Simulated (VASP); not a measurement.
# Sn (I4/mmm) in VASP: further runs

The runs below take Sn through single point, with PBEsol+D3(BJ).

Program: VASP 6.6.1. These are calculated values, not measurements. Logs are shortened: lines on timing, memory, paths and dates and some standing lists are left out, and cuts for length are marked.

## (1) The cell of the first run

It takes space group I4/mmm (No. 139, tetragonal). Conventional cell: a = 3.472 Å, b = 3.472 Å, c = 4.514 Å, α = 90.00°, β = 90.00°, γ = 90.00°. Within 4.6 Å of Sn (site symmetry 4/mmm) lie 14 Sn at 3.33 to 4.51 Å.

## (2) Single point, PBEsol+D3(BJ)

INCAR reads:

```
PREC     = Accurate       # precision mode
ENCUT    = 520            # plane-wave cutoff, eV
EDIFF    = 1E-6           # SCF threshold, eV
ISMEAR   = 0              # smearing method
SIGMA    = 0.15           # smearing width, eV
LREAL    = F              # projectors in reciprocal space
LASPH    = T              # aspherical terms in the spheres
NELM     = 100            # most SCF steps
ALGO     = Fast           # electronic algorithm
ISIF     = 2              # what is computed and relaxed
LWAVE    = F              # write WAVECAR
LCHARG   = F              # write CHGCAR
GGA      = PS             # functional
IVDW     = 12             # dispersion correction
NBANDS   = 13             # bands
```

KPOINTS reads:

```
Automatic mesh
0
Gamma
  20 20 20
```

POSCAR reads:

```
Sn
1.0
   -1.7359942956      1.7359942956      2.2567925842
    1.7359942956     -1.7359942956      2.2567925842
    1.7359942956      1.7359942956     -2.2567925842
Sn
1
Direct
    0.0000000000      0.0000000000      0.0000000000
```

Potentials or basis: VASP PAW PBE potentials, release 64 (Sn_d).

Launch:

```sh
$ cat potpaw_PBE.64/Sn_d/POTCAR > POTCAR
$ mpirun -np 1 vasp_std > vasp.out
```

OUTCAR:

```text
PREC = Accurate
   ENCUT = 520
   EDIFF = 1E-6
   ISMEAR = 0
   LREAL = F
   LASPH = T
   NELM = 100
   ISIF = 2
   GGA = PS
   IVDW = 12
 IVDW          = 12

 ion  position               nearest neighbor table
   1  0.000  0.000  0.000-

  LATTYP: Found a body centered tetragonal cell.
 ALAT       =     3.4719885912
 C/A-ratio  =     1.3000000000

  Lattice vectors:

 A1 = (  -1.7359942956,   1.7359942956,   2.2567925842)
 A2 = (   1.7359942956,  -1.7359942956,   2.2567925842)
 A3 = (   1.7359942956,   1.7359942956,  -2.2567925842)

Analysis of symmetry for initial positions (statically):
=====================================================================
 Subroutine PRICEL returns:
 Original cell was already a primitive cell.

 Routine SETGRP: Setting up the symmetry group for a
 body centered tetragonal supercell.

 Subroutine GETGRP returns: Found 16 space group operations
 (whereof 16 operations were pure point group operations)
 out of a pool of 16 trial point group operations.

The static configuration has the point symmetry D_4h.

Analysis of symmetry for dynamics (positions and initial velocities):
=====================================================================
 Subroutine PRICEL returns:
 Original cell was already a primitive cell.

 Routine SETGRP: Setting up the symmetry group for a
 body centered tetragonal supercell.

 Subroutine GETGRP returns: Found 16 space group operations
 (whereof 16 operations were pure point group operations)
 out of a pool of 16 trial point group operations.

The dynamic configuration has the point symmetry D_4h.

 Subroutine INISYM returns: Found 16 space group operations
 (whereof 16 operations are pure point group operations),
 and found     1 'primitive' translations

----------------------------------------------------------------------------------------

                                     Primitive cell

  volume of cell :      27.2050

  direct lattice vectors                    reciprocal lattice vectors
    -1.735994296  1.735994296  2.256792584     0.000000000  0.288019380  0.221553369
     1.735994296 -1.735994296  2.256792584     0.288019380  0.000000000  0.221553369
     1.735994296  1.735994296 -2.256792584     0.288019380  0.288019380  0.000000000

  length of vectors
     3.334736145  3.334736145  3.334736145     0.363374543  0.363374543  0.407320913

  position of ions in fractional coordinates (direct lattice)
     0.000000000  0.000000000  0.000000000

  ion indices of the primitive-cell ions
   primitive index   ion index
                 1           1

----------------------------------------------------------------------------------------

 KPOINTS: Automatic mesh

Automatic generation of k-mesh.
 Grid dimensions read from file:
 generate k-points for:   20   20   20

 Generating k-lattice:

  Cartesian coordinates                     Fractional coordinates (reciprocal lattice)
     0.000000000  0.014400969  0.011077668     0.050000000  0.000000000 -0.000000000
     0.014400969  0.000000000  0.011077668     0.000000000  0.050000000 -0.000000000
     0.014400969  0.014400969  0.000000000     0.000000000  0.000000000  0.050000000

  Length of vectors
     0.018168727  0.018168727  0.020366046

  Shift w.r.t. Gamma in fractional coordinates (k-lattice)
     0.000000000  0.000000000  0.000000000

 Subroutine IBZKPT returns following result:
 ===========================================

 Found    641 irreducible k-points:

 Following reciprocal coordinates:
            Coordinates               Weight
  0.000000  0.000000  0.000000      1.000000
  0.050000 -0.000000  0.000000      8.000000
  0.100000 -0.000000  0.000000      8.000000
  0.150000 -0.000000  0.000000      8.000000
  0.200000 -0.000000  0.000000      8.000000
  0.250000 -0.000000  0.000000      8.000000
[... 16 lines left out ...]
 -0.400000  0.050000 -0.000000     16.000000
 -0.350000  0.050000 -0.000000     16.000000
 [... further k-points ...]
   k-points           NKPTS =    641   k-points in BZ     NKDIM =    641   number of bands    NBANDS=     13
   number of dos      NEDOS =    301   number of ions     NIONS =      1
   total plane-waves  NPLWV =  21952
   dimension x,y,z NGX =    28 NGY =   28 NGZ =   28
   dimension x,y,z NGXF=    56 NGYF=   56 NGZF=   56
   ions per type =               1
   NGX,Y,Z   is equivalent  to a cutoff of  13.96, 13.96, 13.96 a.u.
   NGXF,Y,Z  is equivalent  to a cutoff of  27.92, 27.92, 27.92 a.u.
 SYSTEM =  unknown system
   PREC   = accura    normal or accurate (medium, high low for compatibility)
   ISTART =      0    job   : 0-new  1-cont  2-samecut
   ICHARG =      2    charge: 1-file 2-atom 10-const
   ISPIN  =      1    spin polarized calculation?
   LNONCOLLINEAR =      F non collinear calculations
   LSORBIT =      F    spin-orbit coupling
   LASPH  =      T    aspherical Exc in radial PAW
   ENCUT  =  520.0 eV  38.22 Ry    6.18 a.u.   6.20  6.20  6.20*2*pi/ulx,y,z
   NELM   =    100;   NELMIN=  2; NELMDL= -5     # of ELM steps
   EDIFF  = 0.1E-05   stopping-criterion for ELM
   LREAL  =      F    real-space projection
   EDIFFG = 0.1E-04   stopping-criterion for IOM
   NSW    =      0    number of steps for IOM
   IBRION =     -1    ionic relax: 0-MD 1-quasi-New 2-CG
   NFREE  =      0    steps in history (QN), initial steepest desc. (CG)
   ISIF   =      2    stress and relaxation
   ISYM   =      2    0-nonsym 1-usesym 2-fastsym
   POTIM  = 0.5000    time-step for ionic-motion
   TEBEG  =    0.0;   TEEND  =   0.0 temperature during run
   PSTRESS=    0.0 pullay stress
   NELECT =      14.0000    total number of electrons
   NUPDOWN=      -1.0000    fix difference up-down
   EMIN   =  10.00;   EMAX   =-10.00  energy-range for DOS
   EFERMI =   0.00;   METHOD = LEGACY
   ISMEAR =     0;   SIGMA  =   0.15  broadening in eV -4-tet -1-fermi 0-gaus
   EFERMI_NEDOS =   21; number of points for ismear=-14 and -15
   IALGO  =     68    algorithm
   IMIX   =      4    mixing-type and parameters
     AMIX     =   0.40;   BMIX     =  1.00
     AMIX_MAG =   1.60;   BMIX_MAG =  1.00
  volume/ion in A,a.u.               =      27.20       183.59
  Fermi-wavevector in a.u.,A,eV,Ry     =   1.311902  2.479136 23.416813  1.721087
  Thomas-Fermi vector in A             =   2.442332
   LORBIT       =      0    0 simple, 1 ext, 2 COOP (PROOUT), +10 PAW based schemes
   GGA     = PS    functional components
   LHFCALC =     F    Hartree Fock is set to
   AEXX    =    0.0000 exact exchange contribution
   IVDW    =    12    specifies the selected vdW correction
   LEPSILON=     F    determine dielectric tensor
   LRPA    =     F    only Hartree local field effects (RPA)
 non-spin polarized calculation
 RMM-DIIS sequential band-by-band and
 Gauss-broadening in eV      SIGMA  =   0.15
  energy-cutoff  :      520.00
  volume of cell :       27.20
 maximum number of plane-waves:       757
 NGX is ok and might be reduce to    28
   NGX = 13   NGY = 13   NGZ = 13

 number of electron      14.0000003 magnetization

 Free energy of the ion-electron system (eV)
  ---------------------------------------------------
  ext. energy  EPLUGINS =         0.00000000
  ---------------------------------------------------
  free energy    TOTEN  =        -4.23527867 eV

  energy without entropy =       -4.23013155  energy(sigma->0) =       -4.23270511

 E-fermi :   7.9952     XC(G=0): -10.4976

 val. band max:        7.9938057669   @ k =  -0.3500   0.5000   0.2500
 cond. band min:       7.9982116138   @ k =  -0.3000   0.3000   0.2000
 fundamental gap:      0.0044058469
 Fermi energy:         7.9952247159

 k-point     1 :       0.0000    0.0000    0.0000
  band No.  band energies     occupation
      1     -13.4976      2.00000
      2     -13.4976      2.00000
      3     -13.4482      2.00000
      4     -13.4344      2.00000
      5     -13.3762      2.00000
      6      -3.1760      2.00000
      7      15.5506      0.00000
      8      15.7173      0.00000
      9      15.7173      0.00000
     10      18.6679      0.00000
     11      19.7639      0.00000
     12      19.7639      0.00000
     13      20.1180      0.00000

 k-point     2 :       0.0500   -0.0000    0.0000
  band No.  band energies     occupation
      1     -13.4962      2.00000
      2     -13.4952      2.00000
      3     -13.4475      2.00000
      4     -13.4339      2.00000
      5     -13.3768      2.00000
      6      -3.1244      2.00000
      7      15.0423      0.00000
      8      15.5667      0.00000
      9      15.5959      0.00000
     10      18.3038      0.00000
     11      19.9262      0.00000
     12      20.0736      0.00000
     13      20.7493      0.00000

 k-point     3 :       0.1000   -0.0000    0.0000
  band No.  band energies     occupation
      1     -13.4926      2.00000
      2     -13.4894      2.00000
      3     -13.4455      2.00000
      4     -13.4314      2.00000
      5     -13.3784      2.00000
      6      -2.9694      2.00000
      7      13.6934      0.00000
      8      15.2859      0.00000
      9      15.4061      0.00000
     10      17.9998      0.00000
     11      20.2892      0.00000
     12      20.4097      0.00000
     13      21.4936      0.00000
[... 305 lines left out ...]
 k-point    23 :      -0.4000    0.0500   -0.0000
  band No.  band energies     occupation
      1     -13.4951      2.00000
      2     -13.4786      2.00000
      3     -13.4434      2.00000
      4     -13.3508      2.00000
      5     -13.3356      2.00000
      6      -0.1690      2.00000
      7       5.3537      2.00000
      8      13.0572      0.00000
      9      13.9742      0.00000
     10      17.3665      0.00000
     11      18.1331      0.00000
     12      18.9241      0.00000
     13      21.4042      0.00000

 k-point    24 :      -0.3500    0.0500   -0.0000
  band No.  band energies     occupation
      1     -13.4920      2.00000
      2     -13.4780      2.00000
      3     -13.4399      2.00000
      4     -13.3643      2.00000
      5     -13.3499      2.00000
      6      -0.8737      2.00000
      7       6.6489      2.00000
      8      13.3214      0.00000
      9      14.1183      0.00000
     10      17.4097      0.00000
     11      18.2450      0.00000
     12      19.2243      0.00000
     13      21.9653      0.00000

 [... further k-points ...]

------------------------ aborting loop because EDIFF is reached ----------------------------------------

 Edisp (eV)   -0.38907

 E8    (eV) :    -0.2743

  FORCE on cell =-STRESS in cart. coord.  units (eV):
  Direction    XX          YY          ZZ          XY          YZ          ZX
  --------------------------------------------------------------------------------------
  -------------------------------------------------------------------------------------
  Total      -0.63821    -0.63821    -0.67179     0.00000     0.00000     0.00000
  in kB     -37.58577   -37.58577   -39.56339     0.00000     0.00000     0.00000
  external pressure =      -38.24 kB  Pullay stress =        0.00 kB

 VOLUME and BASIS-vectors are now :
 -----------------------------------------------------------------------------
  energy-cutoff  :      520.00
  volume of cell :       27.20
      direct lattice vectors                 reciprocal lattice vectors
    -1.735994296  1.735994296  2.256792584     0.000000000  0.288019380  0.221553369
     1.735994296 -1.735994296  2.256792584     0.288019380  0.000000000  0.221553369
     1.735994296  1.735994296 -2.256792584     0.288019380  0.288019380  0.000000000

 POSITION                                       TOTAL-FORCE (eV/Angst)
 -----------------------------------------------------------------------------------
      0.00000      0.00000      0.00000         0.000000      0.000000      0.000000
 -----------------------------------------------------------------------------------
    total drift:                                0.000000     -0.000000     -0.000000

  FREE ENERGIE OF THE ION-ELECTRON SYSTEM (eV)
  ---------------------------------------------------
  free  energy   TOTEN  =        -4.6243501596 eV

  energy  without entropy=       -4.6192030401  energy(sigma->0) =       -4.62177660
```

It took 4 min on 1 thread of Intel Xeon 8259CL, shared host; peak memory 0.34 GiB.

What came out:

```yaml
Free_energy: -4.6244 eV
Pressure: -3.8 GPa
Band_gap_on_the_k_mesh: zero (bands 7 and 8 overlap by 9.72 eV)
Dispersion_energy_per_atom: -0.389 eV
```

Caveat: the cell stands under tension; the PAW data sets were made with another functional, which shifts forces and pressure a little; spin-orbit coupling is left out, which moves the levels of the heavy elements.

## (3) Single point, PBEsol+D3(BJ)

INCAR reads:

```
SYSTEM = Sn
ALGO = Fast ; EDIFF = 1E-7
ENCUT = 520 ; GGA = PS
ISIF = 2 ; ISMEAR = 0
IVDW = 12 ; LASPH = .TRUE.
LCHARG = .FALSE. ; LREAL = .FALSE.
LWAVE = .FALSE. ; NBANDS = 13
NELM = 80 ; PREC = Accurate
SIGMA = 0.15
```

KPOINTS reads:

```
k-points
0
G
  20 20 20
  0 0 0
```

POSCAR reads:

```
Sn
1.0
   -1.9480501607      1.9480501607      1.7922061478
    1.9480501607     -1.9480501607      1.7922061478
    1.9480501607      1.9480501607     -1.7922061478
Sn
1
Direct
    0.0000000000      0.0000000000      0.0000000000
```

Potentials or basis: VASP PAW PBE potentials, release 64 (Sn_d).

Launch:

```sh
$ cat potpaw_PBE.64/Sn_d/POTCAR > POTCAR
$ mpirun -np 1 vasp_std > vasp.out
```

Run time: 2.1 min. Hardware: 1 thread of Intel Xeon 8259CL, shared host; peak memory 0.32 GiB.

Results (log left out):

| Quantity | Value |
| --- | --- |
| Free energy | -4.6223 eV |
| Pressure | -4.5 GPa |
| Band gap on the k mesh | zero (bands 7 and 8 overlap by 9.90 eV) |
| Dispersion energy per atom | -0.389 eV |

Stress tensor (GPa, compression positive):
```
-4.11  0.00  0.00
 0.00 -4.11  0.00
 0.00  0.00 -5.16
```

Levels at points of the mesh, in eV from the Fermi level:
```
           k point  band 3  band 4  band 5  band 6  band 7  band 8  band 9  band 10  band 11  band 12
(0.00, 0.00, 0.00)  -21.43  -21.33  -21.29  -11.09    7.63    7.63    8.37    11.67    11.99    11.99
(0.50, 0.00, 0.00)  -21.32  -21.29  -21.22   -6.21   -4.34    3.30    4.94     7.57     7.85    14.60
(0.50, 0.50, 0.00)  -21.34  -21.32  -21.23   -6.79   -4.57    4.37    6.41     8.86     9.26    13.48
(0.50, 0.50, 0.50)  -21.25  -21.25  -21.23   -2.69   -0.97   -0.97    0.64     3.47     4.47    18.34
```

Caveat: the cell stands under tension; the PAW data sets were made with another functional, which shifts forces and pressure a little; spin-orbit coupling is left out, which moves the levels of the heavy elements.

## (4) Single point, PBEsol+D3(BJ)

INCAR reads:

```
SYSTEM = Sn
PREC = Accurate
ENCUT = 520
EDIFF = 1E-6
ISMEAR = 0
SIGMA = 0.15
LREAL = .FALSE.
LASPH = .TRUE.
NELM = 100
ALGO = Fast
ISIF = 2
LWAVE = .FALSE.
LCHARG = .FALSE.
GGA = PS
IVDW = 12
NBANDS = 13
```

KPOINTS reads:

```
Automatic mesh
0
G
  20 20 20
  0 0 0
```

POSCAR reads:

```
Sn
1.0
   -1.8354047422      1.8354047422      2.0189452164
    1.8354047422     -1.8354047422      2.0189452164
    1.8354047422      1.8354047422     -2.0189452164
Sn
1
Direct
    0.0000000000      0.0000000000      0.0000000000
```

Launch:

```sh
$ cat potpaw_PBE.64/Sn_d/POTCAR > POTCAR
$ mpirun -np 1 vasp_std > vasp.out
```

It took 1.8 min on 1 thread of Intel Xeon 8259CL, shared host; peak memory 0.32 GiB.

It converged, with:

- Free energy: -4.6205 eV
- Pressure: -4.3 GPa
- Band gap on the k mesh: zero (bands 7 and 8 overlap by 9.97 eV)
- Dispersion energy per atom: -0.389 eV

Stress tensor (GPa, compression positive):
```
-4.47  0.00  0.00
 0.00 -4.47  0.00
 0.00  0.00 -3.87
```

Levels at points of the mesh, in eV from the Fermi level:
| k point | band 4 | band 5 | band 6 | band 7 | band 8 | band 9 | band 10 | band 11 |
| --- | --- | --- | --- | --- | --- | --- | --- | --- |
| (0.00, 0.00, 0.00) | -21.34 | -21.30 | -11.10 | 7.66 | 7.98 | 7.98 | 11.41 | 12.22 |
| (0.50, 0.00, 0.00) | -21.31 | -21.24 | -6.60 | -4.51 | 4.04 | 5.93 | 8.47 | 8.81 |
| (0.50, 0.50, 0.00) | -21.30 | -21.22 | -6.02 | -4.24 | 2.92 | 4.37 | 7.06 | 7.33 |
| (0.50, 0.50, 0.50) | -21.24 | -21.24 | -2.76 | -1.57 | 0.14 | 0.14 | 3.71 | 4.30 |

Caveat: the cell stands under tension; the PAW data sets were made with another functional, which shifts forces and pressure a little; spin-orbit coupling is left out, which moves the levels of the heavy elements.

## (5) The runs side by side

```csv
cell,further INCAR settings,gap on the mesh (eV),pressure (GPa)
"a = 3.335 Å, angles 117.3, 117.3, 94.8°, 1 atom",ALGO = Fast; EDIFF = 1e-06; NBANDS = 13,none,-3.8
"a = 3.287 Å, angles 107.3, 107.3, 113.9°, 1 atom",ALGO = Fast; EDIFF = 1e-07; NBANDS = 13,none,-4.5
"a = 3.288 Å, angles 112.1, 112.1, 104.2°, 1 atom",ALGO = Fast; EDIFF = 1e-06; NBANDS = 13,none,-4.3
```

Alike in all rows: task single point; level PBEsol+D3(BJ); potentials or basis VASP PAW PBE potentials, release 64 (Sn_d); no spin polarisation; k mesh 20 × 20 × 20; cutoff (eV) 520; smearing gaussian 0.15 eV.

Caveats: the cell stands under tension; the PAW data sets were made with another functional, which shifts forces and pressure a little; spin-orbit coupling is left out, which moves the levels of the heavy elements.

Absolute energies hang on the potentials; compare differences alone.
